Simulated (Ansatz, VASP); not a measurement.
MgO: VASP beside Ansatz

```xyz
2
Lattice="0.0000 2.0839 2.0839 2.0839 0.0000 2.0839 2.0839 2.0839 0.0000" Properties=species:S:1:pos:R:3 pbc="T T T"
Mg    0.0000    0.0000    0.0000
O     2.0839    2.0839    2.0839
```

Change from the starting cell: volume scaled by 0.9405, PAW files.

Alike in both runs: task electric field gradients; functional PBE; k mesh 16 × 16 × 16; occupations fermi-dirac, width 0.05 eV; no spin polarisation.

|  | VASP | Ansatz |
| --- | --- | --- |
| version | VASP 6.6.1 | Ansatz 0.2.0 |
| potentials or method | VASP PAW PBE potentials, release 64 (Mg, O) | PAW with Ansatz's default frozen-core files, scalar-relativistic |
| plane-wave cutoff (eV) | 520 | 420 |
| valence electrons in the cell | 8 | 16 |

Ansatz gave:

| Quantity | Value |
| --- | --- |
| gap on the k mesh at the Fermi level (eV) | 5.06 |
| pressure (GPa) | 10.4 |

Q: Estimate VASP's values.

A: gap on the k mesh at the Fermi level (eV): 5.04; pressure (GPa): 9.7.

With one functional, cell and mesh, what is left measures potentials, basis and numerics. VASP's potentials hold 8 valence electrons a cell and Ansatz's 16, so a difference there can come from the potentials and not from the codes.
